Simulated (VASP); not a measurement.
A run of VASP 6.6.1 is set up as follows.

Contents of INCAR:

```
SYSTEM = HfBi3O
PREC     = Accurate       ! precision mode
ENCUT    = 600            ! plane-wave cutoff, eV
EDIFF    = 1E-6           ! SCF threshold, eV
ISMEAR   = 0              ! smearing method
SIGMA    = 0.1            ! smearing width, eV
LREAL    = .FALSE.        ! projectors in reciprocal space
LASPH    = .TRUE.         ! aspherical terms in the spheres
NELM     = 80             ! most SCF steps
ALGO     = Fast           ! electronic algorithm
ISIF     = 3              ! what is computed and relaxed
LWAVE    = .FALSE.        ! write WAVECAR
LCHARG   = .FALSE.        ! write CHGCAR
GGA      = PE             ! functional
IBRION   = 2              ! ionic algorithm
NSW      = 100            ! ionic steps
EDIFFG   = -0.01          ! ionic threshold
```

The input KPOINTS:

```
Automatic mesh
0
G
  8 8 8
  0 0 0
```

POSCAR

```
HfBi3O
1.0
    5.5675911332      0.0000000000      0.0000000000
    0.0000000000      5.5675911332      0.0000000000
    0.0000000000      0.0000000000      5.6511406412
Hf Bi O
1 3 1
Direct
    0.5000000000      0.5000000000      0.5000000000
    0.5000000000      0.5000000000      0.0000000000
    0.5000000000      0.0000000000      0.5000000000
    0.0000000000      0.5000000000      0.5000000000
    0.0000000000      0.0000000000      0.5000000000
```

Potentials or basis: VASP PAW PBE potentials, release 64 (Hf_pv, Bi_d, O).

Run with:

```sh
$ cat potpaw_PBE.64/Hf_pv/POTCAR potpaw_PBE.64/Bi_d/POTCAR potpaw_PBE.64/O/POTCAR > POTCAR
$ mpirun -np 1 vasp_std > vasp.out
```

Problem. Estimate the space group after relaxing (to 0.1 Å).

Solution. P4/mmm (No. 123).

Problem. What does it give for the relaxed volume?

Solution. 34.88 Å³/atom.

Problem. Estimate the relaxed cell.

Solution. a = 5.557 Å, b = 5.557 Å, c = 5.647 Å, α = 90.00°, β = 90.00°, γ = 90.00°.

Final structure:
```
CELL_PARAMETERS angstrom
5.55731 0.00000 0.00000
0.00000 5.55731 0.00000
0.00000 0.00000 5.64702
ATOMIC_POSITIONS crystal
Hf 0.50000 0.50000 0.50000
Bi 0.50000 0.50000 0.00000
Bi 0.50000 0.00000 0.50000
Bi 0.00000 0.50000 0.50000
O 0.00000 0.00000 0.50000
```
